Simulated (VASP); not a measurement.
**CdS2O2: single point with PBE**

Crystal: CdS2O2.

```
CELL_PARAMETERS angstrom
4.20097 0.00000 0.00000
-2.10049 3.63815 0.00000
0.00000 0.00000 6.91124
ATOMIC_POSITIONS crystal
Cd 0.00000 0.00000 0.00000
S 0.66667 0.33333 0.74710
S 0.33333 0.66667 0.25290
O 0.33333 0.66667 0.63080
O 0.66667 0.33333 0.36920
```

The cell was generated, and may not be a known phase.

- Program: VASP 6.6.1
- Task: single point
- Functional: PBE
- Potentials or basis: VASP PAW PBE potentials, release 64 (Cd, S, O)
- Cutoff: 520 eV
- k mesh: 6 × 6 × 4
- Occupations: gaussian, width 0.1 eV
- Spin: collinear spin, ferromagnetic start
- Starting moments: [0.0, 0.0, 0.0, 1.0, 1.0] μB

The pressure is -11.6 GPa and the largest force is 0.554 eV/Å. The net moment is 2.58 μB per cell and the site moments are Cd +0.02; S +0.21; O +0.78 μB. The valence electrons inside the program's atomic spheres are Cd 10.13; S 3.42; O 4.64.

Forces in eV/Å, atoms in the order of the input:
```
Cd   0.000  0.000  0.000
S    0.000  0.000 -0.394
S    0.000  0.000  0.394
O    0.000  0.000  0.554
O    0.000  0.000 -0.554
```

Stress tensor (GPa, compression positive):
```
-11.65   0.00   0.00
  0.00 -11.65   0.00
  0.00   0.00 -11.35
```

Levels at points of the mesh, in eV from the Fermi level:
Spin up:
| k point | band 16 | band 17 | band 18 | band 19 | band 20 | band 21 | band 22 | band 23 |
| --- | --- | --- | --- | --- | --- | --- | --- | --- |
| (0.00, 0.00, 0.00) | -1.44 | -0.53 | -0.53 | -0.52 | 0.01 | 0.01 | 2.15 | 5.60 |
| (0.50, 0.00, 0.00) | -1.49 | -1.13 | -0.19 | 0.01 | 0.10 | 0.39 | 2.62 | 5.33 |
| (0.00, 0.00, 0.50) | -1.67 | -0.30 | -0.30 | -0.24 | -0.24 | -0.17 | 2.59 | 5.35 |
| (0.50, 0.00, 0.50) | -1.72 | -1.00 | -0.26 | -0.06 | 0.50 | 0.57 | 2.47 | 5.61 |
Spin down:
```csv
k point,band 13,band 14,band 15,band 16,band 17,band 18,band 19,band 20,band 21,band 22
"(0.00, 0.00, 0.00)",-1.60,-1.60,-1.29,-0.32,0.27,0.27,0.42,0.78,0.78,2.37
"(0.50, 0.00, 0.00)",-2.15,-2.00,-1.29,-0.26,0.09,0.88,0.89,0.90,1.34,2.93
"(0.00, 0.00, 0.50)",-2.22,-1.56,-1.56,-0.30,0.49,0.49,0.53,0.53,0.62,2.91
"(0.50, 0.00, 0.50)",-2.36,-2.19,-2.16,-0.32,-0.16,0.90,0.98,1.39,1.42,2.66
```

Wall time 100 s on 1 thread of AMD EPYC 9R45 (Zen 5) (shared host), peak memory 0.3 GiB.

Caveat: the cell stands under tension.
